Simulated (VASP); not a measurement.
A run of VASP 6.6.1 is set up as follows.

INCAR

```
SYSTEM = InPd
PREC = Accurate
ENCUT = 500
EDIFF = 1E-7
ISMEAR = 1
SIGMA = 0.1
LREAL = .FALSE.
LASPH = .TRUE.
NELM = 120
ALGO = Normal
ISIF = 3
LWAVE = .FALSE.
LCHARG = .FALSE.
GGA = PS
IBRION = 2
NSW = 80
EDIFFG = -0.02
PSTRESS = 50.0
GGA_COMPAT = .FALSE.
NELMIN = 4
```

File KPOINTS:

```
Automatic mesh
0
G
  7 7 7
  0 0 0
```

The input POSCAR:

```
InPd
1.0
    0.0000000000      2.6600000000      2.6600000000
    2.6600000000      0.0000000000      2.6600000000
    2.6600000000      2.6600000000      0.0000000000
In Pd
1 1
Direct
    0.0000000000      0.0000000000      0.0000000000
    0.5000000000      0.5000000000      0.5000000000
```

Potentials or basis: VASP PAW PBE potentials, release 64 (In_d, Pd).

Launch:

```bash
$ cat potpaw_PBE.64/In_d/POTCAR potpaw_PBE.64/Pd/POTCAR > POTCAR
$ mpirun -np 1 vasp_std > vasp.out
```

Q: Estimate the band gap on the k mesh.

A: Zero (an odd number of electrons rules out a gap without spin polarisation).

Q: Estimate the space group after relaxing (to 0.1 Å).

A: Fm-3m (No. 225).

Final structure:
```cif
data_structure
_symmetry_space_group_name_H-M 'P 1'
_symmetry_Int_Tables_number 1
_cell_length_a 3.7562
_cell_length_b 3.7562
_cell_length_c 3.7562
_cell_angle_alpha 60.000
_cell_angle_beta 60.000
_cell_angle_gamma 60.000
_cell_volume 37.47
loop_
_atom_site_label
_atom_site_type_symbol
_atom_site_fract_x
_atom_site_fract_y
_atom_site_fract_z
_atom_site_occupancy
In1 In 0.00000 0.00000 0.00000 1
Pd1 Pd 0.50000 0.50000 0.50000 1
```

Caveat: spin-orbit coupling is left out, which moves the levels of the heavy elements.
